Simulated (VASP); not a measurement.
**Y: single point with PBEsol**

Y:

```xyz
2
Lattice="3.2835 0.0000 0.0000 -1.6418 2.8436 0.0000 0.0000 0.0000 5.2196" Properties=species:S:1:pos:R:3 pbc="T T T"
Y     0.0000    1.8957    1.3049
Y     1.6418    0.9479    3.9147
```

| Property | Result |
| --- | --- |
| Program | VASP 6.6.1 |
| Task | single point |
| Functional | PBEsol |
| Potentials or basis | VASP PAW PBE potentials, release 64 (Y_sv) |
| Cutoff | 520 eV |
| k mesh | 14 × 14 × 7 |
| Occupations | fermi-dirac, width 0.05 eV |
| Spin | no spin polarisation |
| Dipole correction | no |
| Further INCAR settings | ALGO = Normal; EDIFF = 1e-06; NBANDS = 18 |

The pressure is 14.7 GPa and the band gap on the k mesh is zero (band 11 reaches 6.45 eV, above the bottom of band 12 at 4.01 eV).

Levels at points of the mesh, in eV from the Fermi level:
```csv
k point,band 9,band 10,band 11,band 12,band 13,band 14
"(0.00, 0.00, 0.00)",-5.05,-2.40,1.96,1.96,2.07,2.24
"(0.50, 0.00, 0.00)",-1.92,-1.78,-1.41,0.72,1.63,1.88
```

It took 24 s on 1 thread of Intel(R) Xeon(R) 6975P-C (Granite Rapids) (shared host), peak memory 0.21 GiB.

Caveat: the PAW data sets were made with another functional, which shifts forces and pressure a little.
